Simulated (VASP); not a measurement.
# Au2S3 (P-3m1) in VASP: a series of runs

Runs on Au2S3. Level: PBE+D3(BJ). Tasks: relaxation of cell and atoms, single point.

Program: VASP 6.6.1. These are calculated values, not measurements. Logs are shortened: lines on timing, memory, paths and dates and some standing lists are left out, and cuts for length are marked.

**1. The cell of the first run**

The structure is trigonal, space group P-3m1 (No. 164). The conventional cell has a = 3.500 Å, b = 3.500 Å, c = 8.580 Å, α = 90.00°, β = 90.00°, γ = 120.00°. Within 3.3 Å of S (site symmetry -3m) lie 6 Au at 2.48 Å. Within 3.3 Å of S (site symmetry 3m) lie 3 Au at 2.48 Å. Within 3.3 Å of Au (site symmetry 3m) lie 6 S at 2.48 Å.

**2. Relaxation of cell and atoms, PBE+D3(BJ)**

INCAR

```
SYSTEM = Au2S3
ALGO = Normal ; EDIFF = 1E-6
EDIFFG = -0.04 ; ENCUT = 600
GGA = PE ; IBRION = 2
ISIF = 3 ; ISMEAR = 0
IVDW = 12 ; LASPH = .TRUE.
LCHARG = .FALSE. ; LREAL = .FALSE.
LWAVE = .FALSE. ; NELM = 80
NSW = 90 ; PREC = Accurate
SIGMA = 0.1
```

KPOINTS

```
k-points
0
G
  6 6 2
  0 0 0
```

POSCAR

```
Au2S3
1.0
    3.4995026500      0.0000000000      0.0000000000
   -1.7497513200      3.0306581900      0.0000000000
    0.0000000000      0.0000000000      8.5799037600
S Au
3 2
Direct
    0.0000000000      0.0000000000      0.0000000000
    0.3333333300      0.6666666700      0.3360028500
    0.6666666700      0.3333333300      0.6639971500
    0.6666666700      0.3333333300      0.1680014300
    0.3333333300      0.6666666700      0.8319985700
```

Potentials or basis: VASP PAW PBE potentials, release 64 (S, Au).

Run with:

```bash
$ cat potpaw_PBE.64/S/POTCAR potpaw_PBE.64/Au/POTCAR > POTCAR
$ mpirun -np 1 vasp_std > vasp.out
```

OUTCAR:

```text
SYSTEM = Au2S3
   EDIFF = 1E-6
   EDIFFG = -0.04
   ENCUT = 600
   GGA = PE
   IBRION = 2
   ISIF = 3
   ISMEAR = 0
   IVDW = 12
   LASPH = .TRUE.
   LREAL = .FALSE.
   NELM = 80
   NSW = 90
   PREC = Accurate
 IVDW          = 12

 ion  position               nearest neighbor table
   1  0.000  0.000  0.000-   4 2.48   5 2.48   5 2.48   4 2.48   4 2.48   5 2.48
   2  0.333  0.667  0.336-   4 2.48   4 2.48   4 2.48
   3  0.667  0.333  0.664-   5 2.48   5 2.48   5 2.48
   4  0.667  0.333  0.168-   2 2.48   2 2.48   2 2.48   1 2.48   1 2.48   1 2.48   5 3.52   5 3.52
                             5 3.52
   5  0.333  0.667  0.832-   3 2.48   3 2.48   3 2.48   1 2.48   1 2.48   1 2.48   4 3.52   4 3.52
                             4 3.52

  LATTYP: Found a hexagonal cell.
 ALAT       =     3.4995026500
 C/A-ratio  =     2.4517494679

  Lattice vectors:

 A1 = (   3.4995026500,   0.0000000000,   0.0000000000)
 A2 = (  -1.7497513200,   3.0306581900,   0.0000000000)
 A3 = (   0.0000000000,   0.0000000000,   8.5799037600)

Analysis of symmetry for initial positions (statically):
=====================================================================
 Subroutine PRICEL returns:
 Original cell was already a primitive cell.

 Routine SETGRP: Setting up the symmetry group for a
 hexagonal supercell.

 Subroutine GETGRP returns: Found 12 space group operations
 (whereof 12 operations were pure point group operations)
 out of a pool of 24 trial point group operations.

The static configuration has the point symmetry D_3d.

Analysis of symmetry for dynamics (positions and initial velocities):
=====================================================================
 Subroutine PRICEL returns:
 Original cell was already a primitive cell.

 Routine SETGRP: Setting up the symmetry group for a
 hexagonal supercell.

 Subroutine GETGRP returns: Found 12 space group operations
 (whereof 12 operations were pure point group operations)
 out of a pool of 24 trial point group operations.

The dynamic configuration has the point symmetry D_3d.

 Subroutine INISYM returns: Found 12 space group operations
 (whereof 12 operations are pure point group operations),
 and found     1 'primitive' translations

----------------------------------------------------------------------------------------

                                     Primitive cell

  volume of cell :      90.9967

  direct lattice vectors                    reciprocal lattice vectors
     3.499502650  0.000000000  0.000000000     0.285754891  0.164980663  0.000000000
    -1.749751320  3.030658190  0.000000000     0.000000000  0.329961328  0.000000000
[... 73 lines left out ...]
   ICHARG =      2    charge: 1-file 2-atom 10-const
   ISPIN  =      1    spin polarized calculation?
   LNONCOLLINEAR =      F non collinear calculations
   LSORBIT =      F    spin-orbit coupling
   LASPH  =      T    aspherical Exc in radial PAW
   ENCUT  =  600.0 eV  44.10 Ry    6.64 a.u.   6.99  6.99 17.14*2*pi/ulx,y,z
   NELM   =     80;   NELMIN=  2; NELMDL= -5     # of ELM steps
   EDIFF  = 0.1E-05   stopping-criterion for ELM
   LREAL  =      F    real-space projection
   EDIFFG = -.4E-01   stopping-criterion for IOM
   NSW    =     90    number of steps for IOM
   IBRION =      2    ionic relax: 0-MD 1-quasi-New 2-CG
   NFREE  =      1    steps in history (QN), initial steepest desc. (CG)
   ISIF   =      3    stress and relaxation
   ISYM   =      2    0-nonsym 1-usesym 2-fastsym
   POTIM  = 0.5000    time-step for ionic-motion
   TEBEG  =    0.0;   TEEND  =   0.0 temperature during run
   PSTRESS=    0.0 pullay stress
   NELECT =      40.0000    total number of electrons
   NUPDOWN=      -1.0000    fix difference up-down
   EMIN   =  10.00;   EMAX   =-10.00  energy-range for DOS
   EFERMI =   0.00;   METHOD = LEGACY
   ISMEAR =     0;   SIGMA  =   0.10  broadening in eV -4-tet -1-fermi 0-gaus
   EFERMI_NEDOS =   21; number of points for ismear=-14 and -15
   IALGO  =     38    algorithm
   IMIX   =      4    mixing-type and parameters
     AMIX     =   0.40;   BMIX     =  1.00
     AMIX_MAG =   1.60;   BMIX_MAG =  1.00
  volume/ion in A,a.u.               =      18.20       122.82
  Fermi-wavevector in a.u.,A,eV,Ry     =   1.244762  2.352259 21.081302  1.549432
  Thomas-Fermi vector in A             =   2.379014
   LORBIT       =      0    0 simple, 1 ext, 2 COOP (PROOUT), +10 PAW based schemes
   GGA     = PE    functional components
   LHFCALC =     F    Hartree Fock is set to
   AEXX    =    0.0000 exact exchange contribution
   IVDW    =    12    specifies the selected vdW correction
   LEPSILON=     F    determine dielectric tensor
   LRPA    =     F    only Hartree local field effects (RPA)
 conjugate gradient relaxation of ions
 non-spin polarized calculation
 Gauss-broadening in eV      SIGMA  =   0.10
  energy-cutoff  :      600.00
  volume of cell :       91.00
 maximum number of plane-waves:      3060
 NGX is ok and might be reduce to    28
   NGX = 13   NGY = 13   NGZ = 35

--------------------------------------- Ionic step        1  -------------------------------------------

 number of electron      40.0000002 magnetization

 Free energy of the ion-electron system (eV)
  ---------------------------------------------------
  ext. energy  EPLUGINS =         0.00000000
  ---------------------------------------------------
  free energy    TOTEN  =       -16.81919963 eV

  energy without entropy =      -16.80092138  energy(sigma->0) =      -16.81006051

------------------------ aborting loop because EDIFF is reached ----------------------------------------

 Edisp (eV)   -2.22769

 E8    (eV) :    -0.9039
[... 114 lines left out ...]
  FREE ENERGIE OF THE ION-ELECTRON SYSTEM (eV)
  ---------------------------------------------------
  free  energy   TOTEN  =       -19.3706045968 eV

  energy  without entropy=      -19.3429133173  energy(sigma->0) =      -19.35675896

[... ionic steps 4 to 15 ...]

--------------------------------------- Ionic step       16  -------------------------------------------

 number of electron      39.9999996 magnetization

------------------------ aborting loop because EDIFF is reached ----------------------------------------
[... 81 lines left out ...]
--------------------------------------- Ionic step       18  -------------------------------------------

 number of electron      39.9999999 magnetization

 Free energy of the ion-electron system (eV)
  ---------------------------------------------------
  ext. energy  EPLUGINS =         0.00000000
  ---------------------------------------------------
  free energy    TOTEN  =       -17.39100788 eV

  energy without entropy =      -17.36306270  energy(sigma->0) =      -17.37703529

 E-fermi :   6.7530     XC(G=0): -10.8631

 val. band max:        6.7502325643   @ k =   0.1667   0.0000   0.0000
 cond. band min:       6.7817702713   @ k =   0.1667   0.1667   0.0000
 fundamental gap:      0.0315377070
 Fermi energy:         6.7530029498

 k-point     1 :       0.0000    0.0000    0.0000
  band No.  band energies     occupation
      1      -8.0829      2.00000
      2      -6.4947      2.00000
      3      -6.4933      2.00000
      4       0.3396      2.00000
      5       0.3396      2.00000
      6       0.3430      2.00000
[... 403 lines left out ...]
  FREE ENERGIE OF THE ION-ELECTRON SYSTEM (eV)
  ---------------------------------------------------
  free  energy   TOTEN  =       -19.5592782270 eV

  energy  without entropy=      -19.5313330428  energy(sigma->0) =      -19.54530563

 reached required accuracy - stopping structural energy minimisation
```

CONTCAR:

```text
Au2S3
   1.00000000000000
     3.6612325928002107    0.0000000002519195   -0.0000000000000002
    -1.8306162909508614    3.1707204281560100    0.0000000000000002
    -0.0000000000000006    0.0000000000000006    7.9867180954169275
  S               Au
     3     2
Direct
     0.0000000000000000    1.0000000000000000    0.0000000000000000
     0.3333333300000021    0.6666666699999979    0.3504723209126790
     0.6666666699999979    0.3333333300000021    0.6495276790873208
     0.6666666699999979    0.3333333300000021    0.1940359037526249
     0.3333333300000021    0.6666666699999979    0.8059640962473750

  0.00000000E+00  0.00000000E+00  0.00000000E+00
  0.00000000E+00  0.00000000E+00  0.00000000E+00
  0.00000000E+00  0.00000000E+00  0.00000000E+00
  0.00000000E+00  0.00000000E+00  0.00000000E+00
  0.00000000E+00  0.00000000E+00  0.00000000E+00
```

Wall time 12 min (1 thread of Intel Xeon 8259CL, shared host); peak memory 0.27 GiB.

Results:

```yaml
Free_energy: -19.5593 eV
Relaxed_volume: 18.54 Å³/atom
Relaxed_cell: a = 3.661 Å, b = 3.661 Å, c = 7.987 Å, α = 90.00°, β = 90.00°, γ = 120.00°
Space_group_after_relaxing_to_0.1_Å: P-3m1 (No. 164)
Energy_gained_by_relaxing: 102.5 meV/atom
Ionic_steps: 18
Pressure_after_relaxing: 0.3 GPa
Largest_force_after_relaxing: 0.026 eV/Å
Band_gap_on_the_k_mesh: zero (bands 20 and 21 overlap by 1.08 eV)
Dispersion_energy_per_atom: -0.434 eV
```

Forces on the atoms (eV/Å):
```
S    0.000  0.000  0.000
S    0.000  0.000 -0.002
S    0.000  0.000  0.002
Au   0.000  0.000  0.026
Au   0.000  0.000 -0.026
```

The path:
| step | energy change (eV) | largest force (eV/Å) | pressure (GPa) | volume (Å³) |
| --- | --- | --- | --- | --- |
| 1 | 0.0000 | 1.9623 | 7.12 | 91.00 |
| 2 | -0.3038 | 0.7408 | -4.86 | 102.06 |
| 3 | -0.3237 | 0.8832 | -2.89 | 99.58 |
| 4 | -0.4469 | 0.0504 | 0.13 | 97.57 |
| 5 | -0.4486 | 0.1265 | 0.58 | 97.31 |
| 6 | -0.4687 | 0.0941 | -0.29 | 97.93 |
| 7 | -0.4783 | 0.1080 | -1.37 | 98.69 |
| 8 | -0.4903 | 0.1628 | -0.31 | 97.29 |
| 9 | -0.4914 | 0.2029 | 0.13 | 96.75 |
| 10 | -0.4947 | 0.1388 | -0.10 | 96.64 |
| 11 | -0.4959 | 0.0808 | -0.33 | 96.53 |
| 12 | -0.4981 | 0.0986 | 0.09 | 95.90 |
| 13 | -0.4989 | 0.1184 | 0.58 | 95.21 |
| 14 | -0.5001 | 0.1208 | 0.54 | 95.13 |
| 15 | -0.5033 | 0.1270 | 0.41 | 94.88 |
| 16 | -0.5079 | 0.1362 | 0.17 | 94.40 |
| 17 | -0.5112 | 0.1318 | -0.28 | 93.43 |
| 18 | -0.5124 | 0.0260 | 0.29 | 92.72 |

Final structure:
```xyz
5
Lattice="3.6612 0.0000 0.0000 -1.8306 3.1707 0.0000 0.0000 0.0000 7.9867" Properties=species:S:1:pos:R:3 pbc="T T T"
S    -1.8306    3.1707    0.0000
S     0.0000    2.1138    2.7991
S     1.8306    1.0569    5.1876
Au    1.8306    1.0569    1.5497
Au    0.0000    2.1138    6.4370
```

Caveat: the k points lie up to 0.39 Å⁻¹ apart in the final cell, too coarse for converged energies and pressures of a metal; spin-orbit coupling is left out, which moves the levels of the heavy elements.

**3. Single point, PBE+D3(BJ), collinear spin**

INCAR

```
SYSTEM = Au2S3
  PREC = Accurate
  ENCUT = 520
  EDIFF = 1E-6
  ISMEAR = 0
  SIGMA = 0.1
  LREAL = .False.
  LASPH = .True.
  NELM = 150
  ALGO = Normal
  ISIF = 2
  LWAVE = .False.
  LCHARG = .False.
  ISPIN = 2
  MAGMOM = 0 0 0 1 1
  LORBIT = 11
  LMAXMIX = 4
  GGA = PE
  IVDW = 12
  NBANDS = 32
```

KPOINTS

```
Automatic mesh
0
Gamma
  6 6 2
  0 0 0
```

POSCAR is that of step 2.

Potentials or basis: VASP PAW PBE potentials, release 64 (S, Au).

Run with:

```bash
$ cat potpaw_PBE.64/S/POTCAR potpaw_PBE.64/Au/POTCAR > POTCAR
$ mpirun -np 1 vasp_std > vasp.out
```

It took 3.1 min on 1 thread of Intel Xeon 8259CL, shared host; peak memory 0.29 GiB.

The run converged. Its results:

```
Free energy                                           : -19.0463 eV
Pressure                                              : 7.1 GPa
Largest force                                         : 1.963 eV/Å
Band gap on the k mesh                                : zero (filled and empty bands overlap)
Net moment                                            : 0.00 μB per cell
Valence electrons inside the program's atomic spheres : S 3.62, 3.60 (each value once); Au 9.74
Dispersion energy per atom                            : -0.446 eV
```

Forces on the atoms (eV/Å):
```
S    0.000  0.000  0.000
S    0.000  0.000 -0.310
S    0.000  0.000  0.310
Au   0.000  0.000  1.963
Au   0.000  0.000 -1.963
```

Stress tensor (GPa, compression positive):
```
8.18 0.00 0.00
0.00 8.18 0.00
0.00 0.00 4.79
```

Levels at points of the mesh, in eV from the Fermi level:
Spin up:
| k point | band 16 | band 17 | band 18 | band 19 | band 20 | band 21 | band 22 | band 23 | band 24 | band 25 |
| --- | --- | --- | --- | --- | --- | --- | --- | --- | --- | --- |
| (0.00, 0.00, 0.00) | -1.33 | -1.33 | -0.89 | 0.23 | 0.23 | 1.64 | 1.64 | 3.08 | 4.57 | 6.06 |
| (0.50, 0.00, 0.00) | -3.42 | -2.94 | -2.59 | -0.64 | -0.36 | 1.06 | 1.23 | 1.39 | 5.01 | 5.73 |
| (0.00, 0.00, 0.50) | -2.04 | -1.42 | -1.42 | 0.45 | 0.45 | 1.51 | 1.51 | 3.82 | 4.70 | 5.78 |
| (0.50, 0.00, 0.50) | -3.14 | -3.10 | -2.80 | -1.18 | -0.72 | 1.58 | 1.74 | 2.11 | 4.34 | 4.48 |
Spin down:
```csv
k point,band 18,band 19,band 20,band 21,band 22,band 23
"(0.00, 0.00, 0.00)",-0.89,0.23,0.23,1.64,1.64,3.08
"(0.50, 0.00, 0.00)",-2.59,-0.64,-0.36,1.06,1.23,1.39
"(0.00, 0.00, 0.50)",-1.42,0.45,0.45,1.51,1.51,3.82
"(0.50, 0.00, 0.50)",-2.80,-1.18,-0.72,1.58,1.74,2.11
```

Caveat: the k points lie up to 0.37 Å⁻¹ apart, too coarse for converged energies and pressures of a metal; spin-orbit coupling is left out, which moves the levels of the heavy elements; forces of over 1 eV/Å act on the atoms, so gaps and moduli don't describe the material at rest.

[end of part 1 of 2]

The gap in the log of VASP goes by the Fermi energy; the results here count the filled bands.